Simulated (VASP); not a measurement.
# Ti3Al5 (Cmmm) in VASP: single point with PBEsol

Aim: the single point of Ti3Al5 with PBEsol.

All numbers are computed with VASP 6.6.1; they aren't measurements. Logs are shortened: lines on timing, memory, paths and dates and some standing lists are left out, and cuts for length are marked.

## (1) The cell of the first run

Symmetry: Cmmm, No. 65, orthorhombic system. The conventional cell has a = 5.423 Å, b = 5.560 Å, c = 8.297 Å, α = 90.00°, β = 90.00°, γ = 90.00°. Within 3.6 Å of Ti (site symmetry mmm) lie 4 Ti at 2.71 to 2.78 Å and 8 Al at 2.83 Å. Within 3.6 Å of Ti (site symmetry mmm) lie 12 Al at 2.71 to 2.86 Å. Within 3.6 Å of Ti (site symmetry mmm) lie 4 Ti at 2.71 to 2.78 Å and 8 Al at 2.83 Å. Within 3.6 Å of Al (site symmetry 2) lie 6 Al at 2.71 to 2.86 Å and 6 Ti at 2.83 to 2.86 Å. Al (site symmetry mmm) has 4 Ti at 2.71 to 2.78 Å and 8 Al at 2.86 Å within 3.6 Å.

## (2) Single point, PBEsol (strain +0.0250 x Voigt [0, 0, 0, 0, 0, 1])

The input, INCAR:

```
SYSTEM = Ti3Al5
ALGO = Fast
EDIFF = 1E-6
ENCUT = 520
GGA = PS
ISIF = 2
ISMEAR = 0
LASPH = .TRUE.
LCHARG = .FALSE.
LREAL = .FALSE.
LWAVE = .FALSE.
NBANDS = 36
NELM = 100
PREC = Accurate
SIGMA = 0.15
```

The input, KPOINTS:

```
k-points
0
G
  10 10 6
  0 0 0
```

The input, POSCAR:

```
Ti3Al5
1.0
    3.8832951200      0.0485411890      0.0000000000
    0.0485411890      3.8832951200      0.0000000000
    0.0000000000      0.0000000000      8.2968849545
Ti Al
3 5
Direct
    0.0000000000      0.0000000000      0.5000000000
    0.5000000000      0.5000000000      0.0000000000
    0.5000000000      0.5000000000      0.5000000000
    0.0000000000      0.5000000000      0.2523516175
    0.0000000000      0.5000000000      0.7476483825
    0.5000000000      0.0000000000      0.2523516175
    0.5000000000      0.0000000000      0.7476483825
    0.0000000000      0.0000000000      0.0000000000
```

Potentials or basis: VASP PAW PBE potentials, release 64 (Ti_sv, Al).

Command:

```sh
$ cat potpaw_PBE.64/Ti_sv/POTCAR potpaw_PBE.64/Al/POTCAR > POTCAR
$ mpirun -np 1 vasp_std > vasp.out
```

OUTCAR:

```text
SYSTEM = Ti3Al5
   EDIFF = 1E-6
   ENCUT = 520
   GGA = PS
   ISIF = 2
   ISMEAR = 0
   LASPH = .TRUE.
   LREAL = .FALSE.
   NELM = 100
   PREC = Accurate

 ion  position               nearest neighbor table
   1  0.000  0.000  0.500-   3 2.71   3 2.71   3 2.78   3 2.78   7 2.83   4 2.83   4 2.83   5 2.83
                             5 2.83   6 2.83   7 2.83   6 2.83
   2  0.500  0.500  0.000-   8 2.71   8 2.71   8 2.78   8 2.78   4 2.86   6 2.86   7 2.86   5 2.86
                             4 2.86   5 2.86   6 2.86   7 2.86
   3  0.500  0.500  0.500-   1 2.71   1 2.71   1 2.78   1 2.78   7 2.83   4 2.83   6 2.83   7 2.83
                             5 2.83   4 2.83   5 2.83   6 2.83
   4  0.000  0.500  0.252-   6 2.71   6 2.71   6 2.78   6 2.78   3 2.83   3 2.83   1 2.83   1 2.83
                             2 2.86   2 2.86   8 2.86   8 2.86
   5  0.000  0.500  0.748-   7 2.71   7 2.71   7 2.78   7 2.78   3 2.83   3 2.83   1 2.83   1 2.83
                             2 2.86   2 2.86   8 2.86   8 2.86
   6  0.500  0.000  0.252-   4 2.71   4 2.71   4 2.78   4 2.78   3 2.83   1 2.83   1 2.83   3 2.83
                             2 2.86   2 2.86   8 2.86   8 2.86
   7  0.500  0.000  0.748-   5 2.71   5 2.71   5 2.78   5 2.78   3 2.83   1 2.83   1 2.83   3 2.83
                             2 2.86   2 2.86   8 2.86   8 2.86
   8  0.000  0.000  0.000-   2 2.71   2 2.71   2 2.78   2 2.78   7 2.86   4 2.86   4 2.86   5 2.86
                             5 2.86   6 2.86   7 2.86   6 2.86

  LATTYP: Found a base centered orthorhombic cell.
 ALAT       =     5.4231610176
 B/A-ratio  =     1.0253164557
 C/A-ratio  =     1.5298983245

  Lattice vectors:

 A1 = (  -0.0485411890,  -3.8832951200,   0.0000000000)
 A2 = (   3.8832951200,   0.0485411890,   0.0000000000)
 A3 = (   0.0000000000,   0.0000000000,   8.2968849545)

Analysis of symmetry for initial positions (statically):
=====================================================================
 Subroutine PRICEL returns:
 Original cell was already a primitive cell.

 Routine SETGRP: Setting up the symmetry group for a
 base centered orthorhombic supercell.

 Subroutine GETGRP returns: Found  8 space group operations
 (whereof  8 operations were pure point group operations)
 out of a pool of  8 trial point group operations.

The static configuration has the point symmetry D_2h.

Analysis of symmetry for dynamics (positions and initial velocities):
=====================================================================
 Subroutine PRICEL returns:
 Original cell was already a primitive cell.

 Routine SETGRP: Setting up the symmetry group for a
 base centered orthorhombic supercell.

 Subroutine GETGRP returns: Found  8 space group operations
 (whereof  8 operations were pure point group operations)
 out of a pool of  8 trial point group operations.

The dynamic configuration has the point symmetry D_2h.

 Subroutine INISYM returns: Found  8 space group operations
 (whereof  8 operations are pure point group operations),
 and found     1 'primitive' translations

----------------------------------------------------------------------------------------

                                     Primitive cell

  volume of cell :     125.0973

  direct lattice vectors                    reciprocal lattice vectors
     3.883295120  0.048541189  0.000000000     0.257553506 -0.003219419  0.000000000
     0.048541189  3.883295120  0.000000000    -0.003219419  0.257553506  0.000000000
     0.000000000  0.000000000  8.296884954     0.000000000  0.000000000  0.120527162

  length of vectors
     3.883598491  3.883598491  8.296884954     0.257573627  0.257573627  0.120527162

  position of ions in fractional coordinates (direct lattice)
     0.000000000  0.000000000  0.500000000
     0.500000000  0.500000000  0.000000000
     0.500000000  0.500000000  0.500000000
     1.000000000  0.500000000  0.252351617
     1.000000000  0.500000000  0.747648383
     0.500000000  1.000000000  0.252351617
     0.500000000  1.000000000  0.747648383
     0.000000000  0.000000000  0.000000000

  ion indices of the primitive-cell ions
   primitive index   ion index
                 1           1
                 2           2
                 3           3
                 4           4
                 5           5
                 6           6
                 7           7
                 8           8

----------------------------------------------------------------------------------------

 KPOINTS: k-points

Automatic generation of k-mesh.
 Grid dimensions read from file:
 generate k-points for:   10   10    6

 Generating k-lattice:

  Cartesian coordinates                     Fractional coordinates (reciprocal lattice)
     0.025755351 -0.000321942  0.000000000     0.100000000 -0.000000000  0.000000000
    -0.000321942  0.025755351  0.000000000    -0.000000000  0.100000000  0.000000000
     0.000000000  0.000000000  0.020087860     0.000000000  0.000000000  0.166666667

  Length of vectors
     0.025757363  0.025757363  0.020087860

  Shift w.r.t. Gamma in fractional coordinates (k-lattice)
     0.000000000  0.000000000  0.000000000

 Subroutine IBZKPT returns following result:
 ===========================================

 Found    124 irreducible k-points:

 Following reciprocal coordinates:
            Coordinates               Weight
  0.000000  0.000000  0.000000      1.000000
  0.100000  0.000000  0.000000      4.000000
  0.200000  0.000000  0.000000      4.000000
  0.300000 -0.000000  0.000000      4.000000
  0.400000  0.000000  0.000000      4.000000
  0.500000  0.000000  0.000000      2.000000
[... 16 lines left out ...]
  0.300000  0.300000  0.000000      2.000000
  0.400000  0.300000  0.000000      4.000000
 [... further k-points ...]
   k-points           NKPTS =    124   k-points in BZ     NKDIM =    124   number of bands    NBANDS=     36
   number of dos      NEDOS =    301   number of ions     NIONS =      8
   total plane-waves  NPLWV =  57600
   dimension x,y,z NGX =    30 NGY =   30 NGZ =   64
   dimension x,y,z NGXF=    60 NGYF=   60 NGZF=  128
   ions per type =               3   5
   NGX,Y,Z   is equivalent  to a cutoff of  12.84, 12.84, 12.82 a.u.
   NGXF,Y,Z  is equivalent  to a cutoff of  25.68, 25.68, 25.65 a.u.
 SYSTEM =  Ti3Al5
   PREC   = accura    normal or accurate (medium, high low for compatibility)
   ISTART =      0    job   : 0-new  1-cont  2-samecut
   ICHARG =      2    charge: 1-file 2-atom 10-const
   ISPIN  =      1    spin polarized calculation?
   LNONCOLLINEAR =      F non collinear calculations
   LSORBIT =      F    spin-orbit coupling
   LASPH  =      T    aspherical Exc in radial PAW
   ENCUT  =  520.0 eV  38.22 Ry    6.18 a.u.   7.22  7.22 15.43*2*pi/ulx,y,z
   NELM   =    100;   NELMIN=  2; NELMDL= -5     # of ELM steps
   EDIFF  = 0.1E-05   stopping-criterion for ELM
   LREAL  =      F    real-space projection
   EDIFFG = 0.1E-04   stopping-criterion for IOM
   NSW    =      0    number of steps for IOM
   IBRION =     -1    ionic relax: 0-MD 1-quasi-New 2-CG
   NFREE  =      0    steps in history (QN), initial steepest desc. (CG)
   ISIF   =      2    stress and relaxation
   ISYM   =      2    0-nonsym 1-usesym 2-fastsym
   POTIM  = 0.5000    time-step for ionic-motion
   TEBEG  =    0.0;   TEEND  =   0.0 temperature during run
   PSTRESS=    0.0 pullay stress
   NELECT =      51.0000    total number of electrons
   NUPDOWN=      -1.0000    fix difference up-down
   EMIN   =  10.00;   EMAX   =-10.00  energy-range for DOS
   EFERMI =   0.00;   METHOD = LEGACY
   ISMEAR =     0;   SIGMA  =   0.15  broadening in eV -4-tet -1-fermi 0-gaus
   EFERMI_NEDOS =   21; number of points for ismear=-14 and -15
   IALGO  =     68    algorithm
   IMIX   =      4    mixing-type and parameters
     AMIX     =   0.40;   BMIX     =  1.00
     AMIX_MAG =   1.60;   BMIX_MAG =  1.00
  volume/ion in A,a.u.               =      15.64       105.52
  Fermi-wavevector in a.u.,A,eV,Ry     =   1.213898  2.293935 20.048845  1.473549
  Thomas-Fermi vector in A             =   2.349335
   LORBIT       =      0    0 simple, 1 ext, 2 COOP (PROOUT), +10 PAW based schemes
   GGA     = PS    functional components
   LHFCALC =     F    Hartree Fock is set to
   AEXX    =    0.0000 exact exchange contribution
   IVDW    =     0    specifies the selected vdW correction
   LEPSILON=     F    determine dielectric tensor
   LRPA    =     F    only Hartree local field effects (RPA)
 non-spin polarized calculation
 RMM-DIIS sequential band-by-band and
 Gauss-broadening in eV      SIGMA  =   0.15
  energy-cutoff  :      520.00
  volume of cell :      125.10
 maximum number of plane-waves:      3408
 NGX is ok and might be reduce to    30
   NGX = 15   NGY = 15   NGZ = 31

 number of electron      51.0000003 magnetization

 Free energy of the ion-electron system (eV)
  ---------------------------------------------------
  ext. energy  EPLUGINS =         0.00000000
  ---------------------------------------------------
  free energy    TOTEN  =       -48.70998706 eV

  energy without entropy =      -48.65223455  energy(sigma->0) =      -48.68111080

 E-fermi :   8.5514     XC(G=0): -11.0858

 val. band max:        8.5436704610   @ k =   0.1000   0.0000   0.1667
 cond. band min:       8.5553976486   @ k =   0.4000   0.0000   0.0000
 fundamental gap:      0.0117271876
 Fermi energy:         8.5513751557

 k-point     1 :       0.0000    0.0000    0.0000
  band No.  band energies     occupation
      1     -47.9091      2.00000
      2     -47.7834      2.00000
      3     -47.4405      2.00000
      4     -24.3194      2.00000
      5     -24.3125      2.00000
      6     -24.2987      2.00000
[... 28 lines left out ...]
     35      11.3263      0.00000
     36      12.2179      0.00000

 k-point     2 :       0.1000    0.0000    0.0000
  band No.  band energies     occupation
      1     -47.9090      2.00000
      2     -47.7815      2.00000
      3     -47.4423      2.00000
      4     -24.3205      2.00000
      5     -24.3113      2.00000
      6     -24.2981      2.00000
[... 28 lines left out ...]
     35      11.3583      0.00000
     36      12.2407      0.00000
[... 817 lines left out ...]
     35      11.1776      0.00000
     36      11.3264      0.00000

 k-point    24 :       0.4000    0.3000    0.0000
  band No.  band energies     occupation
      1     -47.9075      2.00000
      2     -47.7638      2.00000
      3     -47.4577      2.00000
      4     -24.3366      2.00000
      5     -24.3191      2.00000
      6     -24.3076      2.00000
[... 28 lines left out ...]
     35      11.3275      0.00000
     36      11.7434      0.00000

 [... further k-points ...]
[... 5 lines left out ...]
  --------------------------------------------------------------------------------------
  -------------------------------------------------------------------------------------
  Total        0.1774765      0.1774765     -0.0998931     -1.9597110      0.0000000      0.0000000
  in kB        2.2730214      2.2730214     -1.2793756    -25.0988963      0.0000000      0.0000000
  external PRESSURE =       1.0888891 kB  Pullay stress =       0.0000000 kB

 VOLUME and BASIS-vectors are now :
 -----------------------------------------------------------------------------
  energy-cutoff  :      520.00
  volume of cell :      125.10
      direct lattice vectors                 reciprocal lattice vectors
     3.883295120  0.048541189  0.000000000     0.257553506 -0.003219419  0.000000000
     0.048541189  3.883295120  0.000000000    -0.003219419  0.257553506  0.000000000
     0.000000000  0.000000000  8.296884954     0.000000000  0.000000000  0.120527162

 POSITION                                       TOTAL-FORCE (eV/Angst)
 -----------------------------------------------------------------------------------
      0.00000      0.00000      4.14844         0.000000     -0.000000      0.000000
      1.96592      1.96592      0.00000         0.000000     -0.000000      0.000000
      1.96592      1.96592      4.14844         0.000000     -0.000000      0.000000
      0.02427      1.94165      2.09373         0.000000      0.000000     -0.000778
      0.02427      1.94165      6.20315        -0.000000     -0.000000      0.000778
      1.94165      0.02427      2.09373        -0.000000      0.000000     -0.000778
      1.94165      0.02427      6.20315        -0.000000     -0.000000      0.000778
      0.00000      0.00000      0.00000         0.000000     -0.000000      0.000000
 -----------------------------------------------------------------------------------
    total drift:                                0.000000      0.000000      0.000000

  FREE ENERGIE OF THE ION-ELECTRON SYSTEM (eV)
  ---------------------------------------------------
  free  energy   TOTEN  =       -48.7099870569 eV

  energy  without entropy=      -48.6522345514  energy(sigma->0) =      -48.68111080
```

Run time: 27 min. Hardware: 1 thread of Intel Xeon Platinum 8488C (Sapphire Rapids), shared host; peak memory 0.54 GiB.

Results:

```
Free energy : -48.7100 eV
Pressure    : 0.1 GPa
```

Stress tensor (GPa, compression positive):
```
 0.23 -2.51  0.00
-2.51  0.23  0.00
 0.00  0.00 -0.13
```

Caveat: the cell differs from its parent crystal (strain +0.0250 x Voigt [0, 0, 0, 0, 0, 1]); the PAW data sets were made with another functional, which shifts forces and pressure a little.
